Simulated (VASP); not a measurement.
# SiO2 (P4_12_12) in VASP: notebook, part 2 of 2

VASP 6.6.1. Earlier steps stand in the parts before.

## (3) Single point, r2SCAN

This run uses another cell than the first one, of 14.29 Å³/atom.

File POSCAR:

```
SiO2
1.0
    4.9791700487      0.0000000000      0.0000000000
    0.0000000000      4.9791700487      0.0000000000
    0.0000000000      0.0000000000      6.9148784489
Si O
4 8
Direct
    0.3024588131      0.3024588131      0.0000000000
    0.1975411869      0.8024588131      0.2500000000
    0.6975411869      0.6975411869      0.5000000000
    0.8024588131      0.1975411869      0.7500000000
    0.2381684589      0.1092706349      0.1814546508
    0.3907293651      0.7381684589      0.4314546508
    0.7618315411      0.8907293651      0.6814546508
    0.6092706349      0.2618315411      0.9314546508
    0.7381684589      0.3907293651      0.5685453492
    0.8907293651      0.7618315411      0.3185453492
    0.2618315411      0.6092706349      0.0685453492
    0.1092706349      0.2381684589      0.8185453492
```

File INCAR.step1:

```
PREC = Accurate ; ENCUT = 520
ISMEAR = 0 ; SIGMA = 0.01
LREAL = False ; LASPH = True
NELM = 60 ; NBANDS = 44
GGA = PE ; ALGO = Normal
EDIFF = 1E-4 ; LWAVE = True
LCHARG = False
```

File INCAR.step2:

```
PREC = Accurate ; ENCUT = 520
EDIFF = 1E-6 ; ISMEAR = 0
SIGMA = 0.01 ; LREAL = False
LASPH = True ; NELM = 60
ALGO = Normal ; ISIF = 2
LWAVE = False ; LCHARG = False
METAGGA = R2SCAN ; LMIXTAU = True
NBANDS = 44 ; ISTART = 1
```

File KPOINTS:

```
Automatic mesh
0
Gamma
  4 4 4
```

Potentials or basis: VASP PAW PBE potentials, release 64 (Si, O).

The run is started by

```sh
> cat potpaw_PBE.64/Si/POTCAR potpaw_PBE.64/O/POTCAR > POTCAR
> cp INCAR.step1 INCAR
> mpirun -np 1 vasp_std > vasp.out
> cp INCAR.step2 INCAR
> mpirun -np 1 vasp_std > vasp.out
```

OUTCAR:

```text
PREC = Accurate
   ENCUT = 520
   EDIFF = 1E-6
   ISMEAR = 0
   LREAL = False
   LASPH = True
   NELM = 60
   ISIF = 2
   METAGGA = R2SCAN
   ISTART = 1

 ion  position               nearest neighbor table
   1  0.302  0.302  0.000-   8 1.61  11 1.61   5 1.61  12 1.61   2 3.08   4 3.08   2 3.08   4 3.08

   2  0.198  0.802  0.250-   5 1.61  10 1.61   6 1.61  11 1.61   1 3.08   3 3.08   1 3.08   3 3.08

   3  0.698  0.698  0.500-   6 1.61   9 1.61   7 1.61  10 1.61   2 3.08   4 3.08   4 3.08   2 3.08

   4  0.802  0.198  0.750-   7 1.61  12 1.61   9 1.61   8 1.61   1 3.08   3 3.08   3 3.08   1 3.08
[... 1072 lines left out ...]

 VOLUME and BASIS-vectors are now :
 -----------------------------------------------------------------------------
  energy-cutoff  :      520.00
  volume of cell :      171.43
      direct lattice vectors                 reciprocal lattice vectors
     4.979170049  0.000000000  0.000000000     0.200836684  0.000000000  0.000000000
     0.000000000  4.979170049  0.000000000     0.000000000  0.200836684  0.000000000
     0.000000000  0.000000000  6.914878449     0.000000000  0.000000000  0.144615702

 POSITION                                       TOTAL-FORCE (eV/Angst)
 -----------------------------------------------------------------------------------
      1.50599      1.50599      0.00000         0.019011      0.019011      0.000000
      0.98359      3.99558      1.72872        -0.019011      0.019011      0.000000
      3.47318      3.47318      3.45744        -0.019011     -0.019011      0.000000
      3.99558      0.98359      5.18616         0.019011     -0.019011      0.000000
      1.18588      0.54408      1.25474         0.000115      0.002642     -0.002450
      1.94551      3.67547      2.98346        -0.002642      0.000115     -0.002450
      3.79329      4.43509      4.71218        -0.000115     -0.002642     -0.002450
      3.03366      1.30370      6.44090         0.002642     -0.000115     -0.002450
      3.67547      1.94551      3.93142         0.000115     -0.002642      0.002450
      4.43509      3.79329      2.20270        -0.002642     -0.000115      0.002450
      1.30370      3.03366      0.47398        -0.000115      0.002642      0.002450
      0.54408      1.18588      5.66014         0.002642      0.000115      0.002450
 -----------------------------------------------------------------------------------
    total drift:                               -0.000000      0.000000      0.000000

  FREE ENERGIE OF THE ION-ELECTRON SYSTEM (eV)
  ---------------------------------------------------
  free  energy   TOTEN  =      -119.1641307265 eV

  energy  without entropy=     -119.1641307265  energy(sigma->0) =     -119.16413073
```

OUTCAR.step1:

```text
PREC = Accurate
   ENCUT = 520
   ISMEAR = 0
   LREAL = False
   LASPH = True
[... 1104 lines left out ...]
      3.67547      1.94551      3.93142        -0.032123     -0.143540     -0.223973
      4.43509      3.79329      2.20270        -0.143540      0.032123     -0.223973
      1.30370      3.03366      0.47398         0.032123      0.143540     -0.223973
      0.54408      1.18588      5.66014         0.143540     -0.032123     -0.223973
 -----------------------------------------------------------------------------------
    total drift:                               -0.000000      0.000000      0.000000

  FREE ENERGIE OF THE ION-ELECTRON SYSTEM (eV)
  ---------------------------------------------------
  free  energy   TOTEN  =       -94.8455050929 eV

  energy  without entropy=      -94.8455050929  energy(sigma->0) =      -94.84550509
```

OSZICAR.step1:

```text
N       E                     dE             d eps       ncg     rms          rms(c)
DAV:   1     0.407671347245E+03    0.40767E+03   -0.32930E+04  1584   0.133E+03
DAV:   2    -0.760380792841E+02   -0.48371E+03   -0.46819E+03  2008   0.313E+02
DAV:   3    -0.107398631443E+03   -0.31361E+02   -0.31212E+02  1944   0.845E+01
DAV:   4    -0.107810034067E+03   -0.41140E+00   -0.41071E+00  1992   0.107E+01
DAV:   5    -0.107817409541E+03   -0.73755E-02   -0.73712E-02  1936   0.139E+00    0.296E+01
DAV:   6    -0.948250371516E+02    0.12992E+02   -0.49541E+01  1872   0.325E+01    0.140E+01
DAV:   7    -0.948393731787E+02   -0.14336E-01   -0.14825E+00  1880   0.506E+00    0.510E+00
DAV:   8    -0.948304876391E+02    0.88855E-02   -0.76677E-02  1940   0.170E+00    0.198E+00
DAV:   9    -0.948430690010E+02   -0.12581E-01   -0.41121E-02  1776   0.119E+00    0.362E-01
DAV:  10    -0.948455109188E+02   -0.24419E-02   -0.41633E-03  1764   0.309E-01    0.113E-01
DAV:  11    -0.948454943398E+02    0.16579E-04   -0.10315E-03  1940   0.168E-01    0.165E-02
DAV:  12    -0.948455050929E+02   -0.10753E-04   -0.25438E-05  1160   0.275E-02
   1 F= -.94845505E+02 E0= -.94845505E+02  d E =-.504917E-16
```

Wall time 12 min (1 thread of Intel Xeon Platinum 8488C (Sapphire Rapids), shared host); peak memory 0.35 GiB.

What came out:

- Free energy: -119.1641 eV
- Pressure: 0.2 GPa
- Largest force: 0.027 eV/Å
- Band gap on the k mesh: 6.35 eV

Forces in eV/Å, atoms in the order of the input:
```
Si   0.019  0.019  0.000
Si  -0.019  0.019  0.000
Si  -0.019 -0.019  0.000
Si   0.019 -0.019  0.000
O    0.000  0.003 -0.002
O   -0.003  0.000 -0.002
O    0.000 -0.003 -0.002
O    0.003  0.000 -0.002
O    0.000 -0.003  0.002
O   -0.003  0.000  0.002
O    0.000  0.003  0.002
O    0.003  0.000  0.002
```

Caveat: the PAW data sets were made with another functional, which shifts forces and pressure a little.
